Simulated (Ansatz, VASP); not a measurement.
# AlN: VASP beside Ansatz

File INCAR:

```
SYSTEM = AlN
PREC = Accurate
ENCUT = 520
EDIFF = 1E-6
ISMEAR = 0
SIGMA = 0.1
LREAL = .FALSE.
LASPH = .TRUE.
NELM = 60
ALGO = Normal
ISIF = 2
LWAVE = .FALSE.
LCHARG = .TRUE.
GGA = CA
LELF = .TRUE.
LVHAR = .TRUE.
NBANDS = 16
```

KPOINTS

```
Automatic mesh
0
G
  6 6 4
  0 0 0
```

POSCAR

```
AlN
1.0
    3.1285881400      0.0000000000      0.0000000000
   -1.5642940700      2.7094368000      0.0000000000
    0.0000000000      0.0000000000      5.0169550000
Al N
2 2
Direct
    0.6666666700      0.3333333300      0.4992870000
    0.3333333300      0.6666666700      0.9992870000
    0.6666666700      0.3333333300      0.8807130000
    0.3333333300      0.6666666700      0.3807130000
```

Input for Ansatz:

```yaml
crystal:
  lattice:
    - [3.12858814, 0.0, 0.0]
    - [-1.56429407, 2.7094368, 0.0]
    - [0.0, 0.0, 5.016955]
  atoms:
    - { symbol: Al, position: [0.66666667, 0.33333333, 0.499287] }
    - { symbol: Al, position: [0.33333333, 0.66666667, 0.999287] }
    - { symbol: "N", position: [0.66666667, 0.33333333, 0.880713] }
    - { symbol: "N", position: [0.33333333, 0.66666667, 0.380713] }
basis:
  ecutwfc: 420
kpoints:
  mp_grid: { grid: [6, 6, 4] }
hamiltonian:
  xc: lda
  pseudopotentials: { kind: paw, azcp: { folder: soft_1 } }
scf:
  occupations: { method: gaussian, width: 0.1 }
output:
  forces: true
  stress: true
  eigenvalues: true
```

Alike in both runs: task single point; functional LDA; k mesh 6 × 6 × 4; occupations gaussian, width 0.1 eV; no spin polarisation.

|  | VASP | Ansatz |
| --- | --- | --- |
| version | VASP 6.6.1 | Ansatz 0.2.0 |
| potentials or method | VASP PAW LDA potentials, release 64 (Al, N), cutoff 520 eV | scalar-relativistic, plane waves, PAW |
| valence electrons in the cell | 16 | 16 |

VASP gave:

* gap on the k mesh at the Fermi level (eV): 4.08
* least direct gap on the mesh (eV): 4.08
* pressure (GPa): -7.4
* traceless stress, the component that is largest in VASP (GPa): 0.05

Which values does Ansatz return?

gap on the k mesh at the Fermi level (eV): 4.07; least direct gap on the mesh (eV): 4.07; pressure (GPa): -7.9; traceless stress, the component that is largest in VASP (GPa): 0.07.

Ansatz warns that its potentials were made for another functional, while VASP's fit it. LDA's correlation is that of Perdew and Zunger in VASP and of Perdew and Wang (1992) in Ansatz.
